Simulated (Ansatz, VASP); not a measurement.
# BaF2 in VASP and in Ansatz

```xyz
3
Lattice="0.0000 3.2238 3.2238 3.2238 0.0000 3.2238 3.2238 3.2238 0.0000" Properties=species:S:1:pos:R:3 pbc="T T T"
Ba    0.0000    0.0000    0.0000
F     1.6119    1.6119    1.6119
F     4.8357    4.8357    4.8357
```

Alike in both runs: task single point; functional PBE; k mesh 6 × 6 × 6; occupations gaussian, width 0.02 eV; no spin polarisation.

|  | VASP | Ansatz |
| --- | --- | --- |
| version | VASP 6.6.1 | Ansatz 0.2.0 |
| potentials or method | VASP PAW PBE potentials, release 64 (Ba_sv, F), cutoff 600 eV | scalar-relativistic, plane waves, PAW |
| valence electrons in the cell | 24 | 24 |

```tsv
	VASP	Ansatz	Ansatz less VASP
gap on the k mesh at the Fermi level (eV)	6.25	6.31	+0.058
least direct gap on the mesh (eV)	6.29	6.35	+0.065
pressure (GPa)	-3.6	-4.1	-0.54
```

With one functional, cell and mesh, what is left measures potentials, basis and numerics.

Spin-orbit coupling is off throughout.
